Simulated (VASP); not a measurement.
## Sn3Te: single point with PBE

Crystal: Sn3Te.

```
Sn Te
1.0
     3.73677    0.00000    0.00000
     0.00000    3.73677    0.00000
     0.00000    0.00000    8.14724
Sn Te
3 1
Direct
  0.50000 0.50000 0.75655
  0.00000 0.00000 0.50000
  0.50000 0.50000 0.24345
  0.00000 0.00000 0.00000
```

The cell was built from a structure type or drawn by symmetry, and may not be a known phase.

| Item | Value |
| --- | --- |
| Program | VASP 6.6.1 |
| Task | single point |
| Functional | PBE |
| Potentials or basis | VASP PAW PBE potentials, release 64 (Sn_d, Te) |
| Cutoff | 520 eV |
| k mesh | 6 × 6 × 2 |
| Occupations | gaussian, width 0.1 eV |
| Spin | no spin polarisation |
| Dipole correction | no |
| Further INCAR settings | ALGO = Normal; EDIFF = 1e-06; NBANDS = 32 |

```
Pressure               : 0.0 GPa
Largest force          : 0.019 eV/Å
Band gap on the k mesh : zero (bands 24 and 25 overlap by 3.14 eV)
```

Forces on the atoms (eV/Å):
```
Sn   0.000  0.000  0.019
Sn   0.000  0.000  0.000
Sn   0.000  0.000 -0.019
Te   0.000  0.000  0.000
```

Stress tensor (GPa, compression positive):
```
 0.22  0.00  0.00
 0.00  0.22  0.00
 0.00  0.00 -0.42
```

Levels at points of the mesh, in eV from the Fermi level:
```tsv
k point	band 21	band 22	band 23	band 24	band 25	band 26	band 27	band 28
(0.00, 0.00, 0.00)	-1.10	-1.10	1.67	1.74	1.81	1.81	2.69	2.69
(0.50, 0.00, 0.00)	-4.61	0.26	0.37	0.68	0.76	1.68	3.06	3.70
(0.50, 0.50, 0.00)	-4.63	-2.24	-2.03	-2.03	-1.39	-1.39	-0.96	1.79
(0.00, 0.00, 0.50)	-1.00	-0.47	-0.38	1.02	1.02	4.12	4.25	4.42
(0.50, 0.00, 0.50)	-2.85	-2.54	-2.03	0.27	3.32	3.40	3.56	3.61
(0.50, 0.50, 0.50)	-4.42	-3.12	-3.12	-1.58	0.48	0.53	0.86	0.92
```

Wall time 96 s on 1 thread of Intel Xeon 8259CL, with other jobs on the host, peak memory 0.24 GiB.

Caveat: the k points lie up to 0.39 Å⁻¹ apart, too coarse for converged energies and pressures of a metal; spin-orbit coupling is left out, which moves the levels of the heavy elements.
